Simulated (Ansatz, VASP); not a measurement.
# ScPt3S in VASP and in Ansatz

File INCAR:

```
SYSTEM = ScPt3S
PREC = Accurate
ENCUT = 600
EDIFF = 1E-6
ISMEAR = 0
SIGMA = 0.1
LREAL = .FALSE.
LASPH = .TRUE.
NELM = 100
ALGO = Normal
ISIF = 3
LWAVE = .FALSE.
LCHARG = .FALSE.
GGA = PE
IBRION = 2
NSW = 100
EDIFFG = -0.01
```

KPOINTS

```
Automatic mesh
0
G
  10 10 8
  0 0 0
```

Contents of POSCAR:

```
ScPt3S
1.0
    3.9661219915      0.0000000000      0.0000000000
    0.0000000000      3.9661219915      0.0000000000
    0.0000000000      0.0000000000      5.7538344819
Sc Pt S
1 3 1
Direct
    0.0000000000      0.0000000000      0.1073255588
    0.5000000000      0.5000000000      0.1088656134
    0.0000000000      0.5000000000      0.4546373043
    0.5000000000      0.0000000000      0.4546373043
    0.5000000000      0.5000000000      0.7164342493
```

Input for Ansatz:

```yaml
crystal:
  lattice:
    - [3.9661219915, 0.0, 0.0]
    - [0.0, 3.9661219915, 0.0]
    - [0.0, 0.0, 5.7538344819]
  atoms:
    - { symbol: Sc, position: [0.0, 0.0, 0.1073255588] }
    - { symbol: Pt, position: [0.5, 0.5, 0.1088656134] }
    - { symbol: Pt, position: [0.0, 0.5, 0.4546373043] }
    - { symbol: Pt, position: [0.5, 0.0, 0.4546373043] }
    - { symbol: S, position: [0.5, 0.5, 0.7164342493] }
basis:
  ecutwfc: 420
kpoints:
  mp_grid: { grid: [10, 10, 8] }
hamiltonian:
  xc: pbe
scf:
  occupations: { method: gaussian, width: 0.1 }
output:
  forces: true
  stress: true
  eigenvalues: true
  write_density: true
  write_potential: true
  elf: true
  volumetric_format: npy
relax:
  adjacent_minimum: "off"
  f_tol: 0.01
  max_steps: 80
  cell: { stress_tol: 0.05 }
```

Change from the starting cell: species swapped into the CeBPt3 type (P4mm, No. 99).

Alike in both runs: task relaxation of cell and atoms; functional PBE; k mesh 10 × 10 × 8; occupations gaussian, width 0.1 eV; no spin polarisation.

|  | VASP | Ansatz |
| --- | --- | --- |
| version | VASP 6.6.1 | Ansatz 0.2.0 |
| potentials or method | VASP PAW PBE potentials, release 64 (Sc_sv, Pt, S), cutoff 600 eV | scalar-relativistic, plane waves, PAW |
| valence electrons in the cell | 47 | 71 |

Ansatz gave:

- gap on the k mesh at the Fermi level, each at its own relaxed structure (eV): none
- relaxed volume (Å³/atom): 18.13
- relaxed length of the cell vector where the two differ most in proportion (Å): 5.740

Q: Estimate VASP's values.

A: gap on the k mesh at the Fermi level, each at its own relaxed structure (eV): none; relaxed volume (Å³/atom): 18.11; relaxed length of the cell vector where the two differ most in proportion (Å): 5.735.

A gap of «none» marks a metal or a gap that the smearing closes. VASP's potentials hold 47 valence electrons a cell and Ansatz's 71, so a difference there can come from the potentials and not from the codes.

Neither program's run includes spin-orbit coupling.
